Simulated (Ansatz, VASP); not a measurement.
One calculation of C, two programs

Contents of INCAR:

```
SYSTEM = C
ALGO = Normal
EDIFF = 1E-7
EDIFFG = -0.01
ENCUT = 600
GGA = PS
IBRION = 2
ISIF = 3
ISMEAR = -1
LASPH = .True.
LCHARG = .False.
LREAL = .False.
LWAVE = .False.
NELM = 60
NSW = 80
PREC = Accurate
SIGMA = 0.05
```

The input KPOINTS:

```
k-points
0
Gamma
  8 8 8
  0 0 0
```

Contents of POSCAR:

```
C
1.0
    0.0000000000      1.7834000000      1.7834000000
    1.7834000000      0.0000000000      1.7834000000
    1.7834000000      1.7834000000      0.0000000000
C
2
Direct
    0.5000000000      0.5000000000      0.5000000000
    0.7500000000      0.7500000000      0.7500000000
```

Input for Ansatz:

```yaml
crystal:
  lattice:
    - [0.0, 1.7834, 1.7834]
    - [1.7834, 0.0, 1.7834]
    - [1.7834, 1.7834, 0.0]
  atoms:
    - { symbol: C, position: [0.5, 0.5, 0.5] }
    - { symbol: C, position: [0.75, 0.75, 0.75] }
hamiltonian:
  xc: pbesol
  pseudopotentials:
    kind: paw
    azcp:
      C: "pseudopotentials/C.paw.azcp"
basis:
  ecutwfc: 420
  fft_grid_basis: typed
kpoints:
  mp_grid: { grid: [8, 8, 8], shift: [0, 0, 0] }
magnetization:
  spin_polarized: false
scf:
  occupations: { method: fermi_dirac, width: 0.05 }
relax:
  max_steps: 60
  f_tol: 0.01
  cell: {}
```

Alike in both runs: task relaxation of cell and atoms; functional PBEsol; k mesh 8 × 8 × 8; occupations fermi-dirac, width 0.05 eV; no spin polarisation.

|  | VASP | Ansatz |
| --- | --- | --- |
| version | VASP 6.6.1 | Ansatz 0.2.0 |
| potentials or method | VASP PAW PBE potentials, release 64 (C), cutoff 600 eV | plane waves (420 eV) with PAW, scalar-relativistic |
| valence electrons in the cell | 8 | 8 |

|  | VASP | Ansatz | Ansatz less VASP |
| --- | --- | --- | --- |
| relaxed volume (Å³/atom) | 5.62 | 5.61 | -0.005 |
| relaxed cell length with the largest relative difference (Å) | 2.514 | 2.513 | -0.0008 |

VASP's potentials were made for PBE, not for PBEsol, and Ansatz warns of the same on its side.
